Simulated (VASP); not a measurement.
Wanted: the native input for a VASP 6.6.1 run.

```
Task                   : single point
Functional             : PBE
Potentials or basis    : VASP PAW PBE potentials, release 64 (Nb_sv, Te, Mo_sv)
Cutoff                 : 520 eV
k mesh                 : 6 × 6 × 6
Occupations            : gaussian, width 0.1 eV
Spin                   : no spin polarisation
Dipole correction      : no
Further INCAR settings : ALGO = Normal; EDIFF = 1e-06; NBANDS = 48
```

The structure of NbTe6Mo2 lies in POSCAR:

```
NbTe6Mo2
1.0
    3.0872677436      1.7824348628      7.9908233980
   -3.0872677436      1.7824348628      7.9908233980
    0.0000000000     -3.5648697257      7.9908233980
Nb Te Mo
1 6 2
Direct
    0.0000000000      0.0000000000      0.0000000000
    0.5852777292      0.2600528012      0.9227942793
    0.2600528012      0.9227942793      0.5852777292
    0.9227942793      0.5852777292      0.2600528012
    0.0772057207      0.4147222708      0.7399471988
    0.7399471988      0.0772057207      0.4147222708
    0.4147222708      0.7399471988      0.0772057207
    0.6666418643      0.6666418643      0.6666418643
    0.3333581357      0.3333581357      0.3333581357
```

The input as run:

INCAR

```
SYSTEM = NbTe6Mo2
  ALGO = Normal
  EDIFF = 1E-6
  ENCUT = 520
  GGA = PE
  ISIF = 2
  ISMEAR = 0
  LASPH = .TRUE.
  LCHARG = .FALSE.
  LREAL = .FALSE.
  LWAVE = .FALSE.
  NBANDS = 48
  NELM = 60
  PREC = Accurate
  SIGMA = 0.1
```

KPOINTS

```
k-points
0
G
  6 6 6
  0 0 0
```

Potentials or basis: VASP PAW PBE potentials, release 64 (Nb_sv, Te, Mo_sv).

Run with:

```bash
$ cat potpaw_PBE.64/Nb_sv/POTCAR potpaw_PBE.64/Te/POTCAR potpaw_PBE.64/Mo_sv/POTCAR > POTCAR
$ mpirun -np 1 vasp_std > vasp.out
```

It gave:

| Quantity | Value |
| --- | --- |
| Pressure | 0.0 GPa |
| Largest force | 0.008 eV/Å |
| Band gap on the k mesh | zero (an odd number of electrons rules out a gap without spin polarisation) |

Caveat: spin-orbit coupling is left out, which moves the levels of the heavy elements.

Wall time 27 min on 1 thread of Intel(R) Xeon(R) Platinum 8259CL CPU @ 2.50GHz (Skylake/Cascade Lake), on a shared host, peak memory 0.99 GiB.
